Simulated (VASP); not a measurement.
# Eu (Im-3m) in VASP: further runs

Eu is run at these levels: PBE, PBEsol; tasks: single point, electric field gradients.

All numbers are computed with VASP 6.6.1; they aren't measurements. Logs are shortened: lines on timing, memory, paths and dates and some standing lists are left out, and cuts for length are marked.

### Step 1. The cell of the first run

It takes space group Im-3m (No. 229, cubic). Conventional cell: a = 4.551 Å, b = 4.551 Å, c = 4.551 Å, α = 90.00°, β = 90.00°, γ = 90.00°. Eu (site symmetry m-3m) has 14 Eu at 3.94 to 4.55 Å within 5.2 Å.

### Step 2. Single point, PBE

File POSCAR:

```
Eu
1.0
   -2.2755000000      2.2755000000      2.2755000000
    2.2755000000     -2.2755000000      2.2755000000
    2.2755000000      2.2755000000     -2.2755000000
Eu
1
Direct
    0.0000000000      0.0000000000      0.0000000000
```

File INCAR.step1:

```
SYSTEM = Eu
PREC     = Accurate       ! precision mode
ENCUT    = 520            ! plane-wave cutoff, eV
EDIFF    = 1E-6           ! SCF threshold, eV
ISMEAR   = -1             ! smearing method
SIGMA    = 0.05           ! smearing width, eV
LREAL    = .FALSE.        ! projectors in reciprocal space
LASPH    = .TRUE.         ! aspherical terms in the spheres
NELM     = 80             ! most SCF steps
ALGO     = Normal         ! electronic algorithm
ISIF     = 2              ! what is computed and relaxed
LWAVE    = .FALSE.        ! write WAVECAR
LCHARG   = .TRUE.         ! write CHGCAR
LMAXMIX  = 6              ! l up to which the mixer works
GGA      = PE             ! functional
NBANDS   = 14             ! bands
```

File KPOINTS.step1:

```
regular mesh
0
G
  13 13 13
  0 0 0
```

File INCAR.step2:

```
SYSTEM = Eu
PREC     = Accurate       ! precision mode
ENCUT    = 520            ! plane-wave cutoff, eV
EDIFF    = 1E-6           ! SCF threshold, eV
ISMEAR   = -5             ! smearing method
SIGMA    = 0.05           ! smearing width, eV
LREAL    = .FALSE.        ! projectors in reciprocal space
LASPH    = .TRUE.         ! aspherical terms in the spheres
NELM     = 80             ! most SCF steps
ALGO     = Normal         ! electronic algorithm
ISIF     = 2              ! what is computed and relaxed
LWAVE    = .FALSE.        ! write WAVECAR
LCHARG   = .FALSE.        ! write CHGCAR
LMAXMIX  = 6              ! l up to which the mixer works
GGA      = PE             ! functional
LORBIT   = 10             ! projections on sites
NBANDS   = 14             ! bands
NEDOS    = 2001           ! points of the DOS
ICHARG   = 11             ! starting density
```

File KPOINTS.step2:

```
regular mesh
0
G
  20 20 20
  0 0 0
```

Potentials or basis: VASP PAW PBE potentials, release 64 (Eu).

Started as:

```sh
> cat potpaw_PBE.64/Eu/POTCAR > POTCAR
> cp INCAR.step1 INCAR
> cp KPOINTS.step1 KPOINTS
> mpirun -np 1 vasp_std > vasp.out
> cp INCAR.step2 INCAR
> cp KPOINTS.step2 KPOINTS
> mpirun -np 1 vasp_std > vasp.out
```

OUTCAR:

```text
SYSTEM = Eu
   PREC = Accurate
   ENCUT = 520
   EDIFF = 1E-6
   ISMEAR = -5
   LREAL = .FALSE.
   LASPH = .TRUE.
   NELM = 80
   ISIF = 2
   GGA = PE
   LORBIT = 10
   ICHARG = 11

 ion  position               nearest neighbor table
   1  0.000  0.000  0.000-

  LATTYP: Found a body centered cubic cell.
 ALAT       =     4.5510000000

  Lattice vectors:

 A1 = (  -2.2755000000,   2.2755000000,   2.2755000000)
 A2 = (   2.2755000000,  -2.2755000000,   2.2755000000)
 A3 = (   2.2755000000,   2.2755000000,  -2.2755000000)

Analysis of symmetry for initial positions (statically):
=====================================================================
 Subroutine PRICEL returns:
 Original cell was already a primitive cell.

 Routine SETGRP: Setting up the symmetry group for a
 body centered cubic supercell.

 Subroutine GETGRP returns: Found 48 space group operations
 (whereof 48 operations were pure point group operations)
 out of a pool of 48 trial point group operations.

The static configuration has the point symmetry O_h .

Analysis of symmetry for dynamics (positions and initial velocities):
=====================================================================
 Subroutine PRICEL returns:
 Original cell was already a primitive cell.

 Routine SETGRP: Setting up the symmetry group for a
 body centered cubic supercell.

 Subroutine GETGRP returns: Found 48 space group operations
 (whereof 48 operations were pure point group operations)
 out of a pool of 48 trial point group operations.

The dynamic configuration has the point symmetry O_h .

 Subroutine INISYM returns: Found 48 space group operations
 (whereof 48 operations are pure point group operations),
 and found     1 'primitive' translations

----------------------------------------------------------------------------------------

                                     Primitive cell

  volume of cell :      47.1292

  direct lattice vectors                    reciprocal lattice vectors
    -2.275500000  2.275500000  2.275500000     0.000000000  0.219731927  0.219731927
     2.275500000 -2.275500000  2.275500000     0.219731927  0.000000000  0.219731927
     2.275500000  2.275500000 -2.275500000     0.219731927  0.219731927  0.000000000

  length of vectors
     3.941281613  3.941281613  3.941281613     0.310747871  0.310747871  0.310747871

  position of ions in fractional coordinates (direct lattice)
     0.000000000  0.000000000  0.000000000

  ion indices of the primitive-cell ions
   primitive index   ion index
                 1           1

----------------------------------------------------------------------------------------

 KPOINTS: regular mesh

Automatic generation of k-mesh.
 Grid dimensions read from file:
 generate k-points for:   20   20   20

 Generating k-lattice:

  Cartesian coordinates                     Fractional coordinates (reciprocal lattice)
     0.000000000  0.010986596  0.010986596     0.050000000  0.000000000  0.000000000
     0.010986596  0.000000000  0.010986596     0.000000000  0.050000000  0.000000000
     0.010986596  0.010986596  0.000000000     0.000000000  0.000000000  0.050000000

  Length of vectors
     0.015537394  0.015537394  0.015537394

  Shift w.r.t. Gamma in fractional coordinates (k-lattice)
     0.000000000  0.000000000  0.000000000

 TETIRR: Found   9408 inequivalent tetrahedra from    48000

 Subroutine IBZKPT returns following result:
 ===========================================

 Found    256 irreducible k-points:

 Following reciprocal coordinates:
            Coordinates               Weight
  0.000000  0.000000  0.000000      1.000000
  0.050000  0.000000  0.000000     12.000000
  0.100000  0.000000  0.000000     12.000000
  0.150000  0.000000  0.000000     12.000000
  0.200000  0.000000  0.000000     12.000000
  0.250000  0.000000  0.000000     12.000000
[... 16 lines left out ...]
  0.200000  0.100000  0.000000     48.000000
  0.250000  0.100000  0.000000     48.000000
 [... further k-points ...]
   k-points           NKPTS =    256   k-points in BZ     NKDIM =    256   number of bands    NBANDS=     14
   number of dos      NEDOS =   2001   number of ions     NIONS =      1
   total plane-waves  NPLWV =  27000
   dimension x,y,z NGX =    30 NGY =   30 NGZ =   30
   dimension x,y,z NGXF=    60 NGYF=   60 NGZF=   60
   ions per type =               1
   NGX,Y,Z   is equivalent  to a cutoff of  12.65, 12.65, 12.65 a.u.
   NGXF,Y,Z  is equivalent  to a cutoff of  25.31, 25.31, 25.31 a.u.
 SYSTEM =  Eu
   PREC   = accura    normal or accurate (medium, high low for compatibility)
   ISTART =      0    job   : 0-new  1-cont  2-samecut
   ICHARG =     11    charge: 1-file 2-atom 10-const
   ISPIN  =      1    spin polarized calculation?
   LNONCOLLINEAR =      F non collinear calculations
   LSORBIT =      F    spin-orbit coupling
   LASPH  =      T    aspherical Exc in radial PAW
   ENCUT  =  520.0 eV  38.22 Ry    6.18 a.u.   7.33  7.33  7.33*2*pi/ulx,y,z
   NELM   =     80;   NELMIN=  2; NELMDL=  0     # of ELM steps
   EDIFF  = 0.1E-05   stopping-criterion for ELM
   LREAL  =      F    real-space projection
   EDIFFG = 0.1E-04   stopping-criterion for IOM
   NSW    =      0    number of steps for IOM
   IBRION =     -1    ionic relax: 0-MD 1-quasi-New 2-CG
   NFREE  =      0    steps in history (QN), initial steepest desc. (CG)
   ISIF   =      2    stress and relaxation
   ISYM   =      2    0-nonsym 1-usesym 2-fastsym
   POTIM  = 0.5000    time-step for ionic-motion
   TEBEG  =    0.0;   TEEND  =   0.0 temperature during run
   PSTRESS=    0.0 pullay stress
   NELECT =      17.0000    total number of electrons
   NUPDOWN=      -1.0000    fix difference up-down
   EMIN   =  10.00;   EMAX   =-10.00  energy-range for DOS
   EFERMI =   0.00;   METHOD = LEGACY
   ISMEAR =    -5;   SIGMA  =   0.05  broadening in eV -4-tet -1-fermi 0-gaus
   EFERMI_NEDOS =   21; number of points for ismear=-14 and -15
   IALGO  =     38    algorithm
   IMIX   =      4    mixing-type and parameters
     AMIX     =   0.40;   BMIX     =  1.00
     AMIX_MAG =   1.60;   BMIX_MAG =  1.00
  volume/ion in A,a.u.               =      47.13       318.04
  Fermi-wavevector in a.u.,A,eV,Ry     =   1.165362  2.202215 18.477655  1.358069
  Thomas-Fermi vector in A             =   2.301889
   LORBIT       =     10    0 simple, 1 ext, 2 COOP (PROOUT), +10 PAW based schemes
   GGA     = PE    functional components
   LHFCALC =     F    Hartree Fock is set to
   AEXX    =    0.0000 exact exchange contribution
   IVDW    =     0    specifies the selected vdW correction
   LEPSILON=     F    determine dielectric tensor
   LRPA    =     F    only Hartree local field effects (RPA)
 non-spin polarized calculation
 Fermi weights with tetrahedron method with Bloechl corrections
  energy-cutoff  :      520.00
  volume of cell :       47.13
 maximum number of plane-waves:      1286
 NGX is ok and might be reduce to    30

 number of electron      17.0000003 magnetization

 Free energy of the ion-electron system (eV)
  ---------------------------------------------------
  ext. energy  EPLUGINS =         0.00000000
  ---------------------------------------------------
  free energy    TOTEN  =        -3.79235045 eV

  energy without entropy =       -3.79235045  energy(sigma->0) =       -3.79235045

 E-fermi :   1.5782     XC(G=0):  -8.4946

 val. band max:        1.5796486579   @ k =   0.2500   0.1500   0.1500
 cond. band min:       1.5769864944   @ k =  -0.2500   0.2500   0.1500
 fundamental gap:     -0.0026621634
 Fermi energy:         1.5781653046

 k-point     1 :       0.0000    0.0000    0.0000
  band No.  band energies     occupation
      1     -39.6201      2.00000
      2     -18.3835      2.00000
      3     -18.3835      2.00000
      4     -18.3835      2.00000
      5      -2.2074      2.00000
      6       1.5344      2.00000
      7       1.5344      2.00000
      8       1.5344      2.00000
      9       1.6342      0.00000
     10       1.6342      0.00000
     11       1.6342      0.00000
     12       1.6751      0.00000
     13       3.6270      0.00000
     14       3.6271      0.00000

 k-point     2 :       0.0500    0.0000    0.0000
  band No.  band energies     occupation
      1     -39.6195      2.00000
      2     -18.3914      2.00000
      3     -18.3861      2.00000
      4     -18.3835      2.00000
      5      -2.1556      2.00000
      6       1.5340      2.00000
      7       1.5352      2.00000
      8       1.5359      2.00000
      9       1.6315      0.00000
     10       1.6329      0.00000
     11       1.6330      0.00000
     12       1.6704      0.00000
     13       3.5905      0.00000
     14       3.6182      0.00000

 k-point     3 :       0.1000    0.0000    0.0000
  band No.  band energies     occupation
      1     -39.6180      2.00000
      2     -18.4140      2.00000
      3     -18.3935      2.00000
      4     -18.3836      2.00000
      5      -2.0029      2.00000
      6       1.5328      2.00000
      7       1.5371      2.00000
      8       1.5406      2.00000
      9       1.6240      0.00000
     10       1.6279      0.00000
     11       1.6298      0.00000
     12       1.6601      0.00000
     13       3.5130      0.00000
     14       3.6111      0.00000
[... 324 lines left out ...]
 k-point    23 :       0.2000    0.1000    0.0000
  band No.  band energies     occupation
      1     -39.6084      2.00000
      2     -18.5497      2.00000
      3     -18.4355      2.00000
      4     -18.3940      2.00000
      5      -0.9088      2.00000
      6       1.5223      2.00000
      7       1.5439      2.00000
      8       1.5702      2.00000
      9       1.5746      1.44818
     10       1.5982      0.00000
     11       1.6228      0.00000
     12       1.6420      0.00000
     13       2.8795      0.00000
     14       2.9459      0.00000

 k-point    24 :       0.2500    0.1000    0.0000
  band No.  band energies     occupation
      1     -39.6053      2.00000
      2     -18.5909      2.00000
      3     -18.4536      2.00000
      4     -18.3945      2.00000
      5      -0.4945      2.00000
      6       1.5199      2.00000
      7       1.5400      2.00000
      8       1.5600      2.00000
      9       1.5853     -0.07825
     10       1.5937      0.00000
     11       1.6276      0.00000
     12       1.6433      0.00000
     13       2.6651      0.00000
     14       2.7794      0.00000

 [... further k-points ...]

------------------------ aborting loop because EDIFF is reached ----------------------------------------

  FORCE on cell =-STRESS in cart. coord.  units (eV):
  Direction    XX          YY          ZZ          XY          YZ          ZX
  --------------------------------------------------------------------------------------
  -------------------------------------------------------------------------------------
  Total       -2.1471819     -2.1471819     -2.1471819      0.0000000      0.0000000     -0.0000000
  in kB      -72.9942918    -72.9942918    -72.9942918      0.0000000      0.0000000     -0.0000000
  external PRESSURE =     -72.9942918 kB  Pullay stress =       0.0000000 kB

 VOLUME and BASIS-vectors are now :
 -----------------------------------------------------------------------------
  energy-cutoff  :      520.00
  volume of cell :       47.13
      direct lattice vectors                 reciprocal lattice vectors
    -2.275500000  2.275500000  2.275500000     0.000000000  0.219731927  0.219731927
     2.275500000 -2.275500000  2.275500000     0.219731927  0.000000000  0.219731927
     2.275500000  2.275500000 -2.275500000     0.219731927  0.219731927  0.000000000

 POSITION                                       TOTAL-FORCE (eV/Angst)
 -----------------------------------------------------------------------------------
      0.00000      0.00000      0.00000         0.000000      0.000000     -0.000000
 -----------------------------------------------------------------------------------
    total drift:                               -0.000000     -0.000000      0.000000

  FREE ENERGIE OF THE ION-ELECTRON SYSTEM (eV)
  ---------------------------------------------------
  free  energy   TOTEN  =        -3.7923504534 eV

  energy  without entropy=       -3.7923504534  energy(sigma->0) =       -3.79235045

 total charge

# of ion       s       p       d       f       tot
--------------------------------------------------
    1        2.074   5.635   0.295   6.458  14.462
```

Run time: 4 min. Hardware: 1 thread of Intel Xeon Platinum 8259CL at 2.50GHz (Skylake/Cascade Lake), shared host; peak memory 0.33 GiB.

Results:

- Valence electrons inside the program's atomic spheres: Eu 14.46

Levels at points of the mesh, in eV from the Fermi level:
```
           k point  band 5  band 6  band 7  band 8  band 9  band 10  band 11  band 12
(0.00, 0.00, 0.00)   -3.79   -0.04   -0.04   -0.04    0.06     0.06     0.06     0.10
(0.50, 0.00, 0.00)   -1.21   -0.06   -0.06   -0.04    0.05     0.07     0.07     0.08
(0.50, 0.50, 0.50)   -0.52   -0.52   -0.09   -0.05   -0.05    -0.05     0.12     0.12
```

Caveat: spin-orbit coupling is left out, which moves the levels of the heavy elements; semilocal functionals describe open f shells poorly, which spoils levels, moments and volumes; tetrahedron occupations give inexact forces and stress in metals. Spin polarisation is off, so any magnetic state and its effect on volume and gap are missing.

[end of part 1 of 2]
